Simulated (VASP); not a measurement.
Set up this calculation in VASP 6.6.1, as the native input.

```yaml
Task: single point
Functional: PBE
Potentials_or_basis: VASP PAW PBE potentials, release 64 (Al, N)
Cutoff: 520 eV
k_mesh: 10 × 10 × 10
Occupations: gaussian, width 0.05 eV
Spin: no spin polarisation
Dipole_correction: no
Further_INCAR_settings: ALGO = Normal; EDIFF = 1e-06; NBANDS = 11
```

The structure of AlN lies in POSCAR:

```
AlN
1.0
   -0.0401477728      1.9875175224      1.9875175224
    1.9875175224     -0.0401477728      1.9875175224
    1.9875175224      1.9875175224     -0.0401477728
Al N
1 1
Direct
    0.5000000000      0.5000000000      0.5000000000
    0.0000000000      0.0000000000      0.0000000000
```

One way to write it, as run:

INCAR

```
PREC     = Accurate       # precision mode
ENCUT    = 520            # plane-wave cutoff, eV
EDIFF    = 1E-6           # SCF threshold, eV
ISMEAR   = 0              # smearing method
SIGMA    = 0.05           # smearing width, eV
LREAL    = F              # projectors in reciprocal space
LASPH    = T              # aspherical terms in the spheres
NELM     = 60             # most SCF steps
ALGO     = Normal         # electronic algorithm
ISIF     = 2              # what is computed and relaxed
LWAVE    = F              # write WAVECAR
LCHARG   = F              # write CHGCAR
GGA      = PE             # functional
NBANDS   = 11             # bands
```

KPOINTS

```
Automatic mesh
0
Gamma
  10 10 10
```

Potentials or basis: VASP PAW PBE potentials, release 64 (Al, N).

Launch:

```console
$ cat potpaw_PBE.64/Al/POTCAR potpaw_PBE.64/N/POTCAR > POTCAR
$ mpirun -np 1 vasp_std > vasp.out
```

It gave:

```yaml
Pressure: 11.1 GPa
Band_gap_on_the_k_mesh: 4.36 eV, indirect (least direct gap 5.67 eV)
```

Run time: 37 s on 1 thread of AMD EPYC 7R43 64-Core Processor (Zen 3) (shared host), peak memory 0.11 GiB.
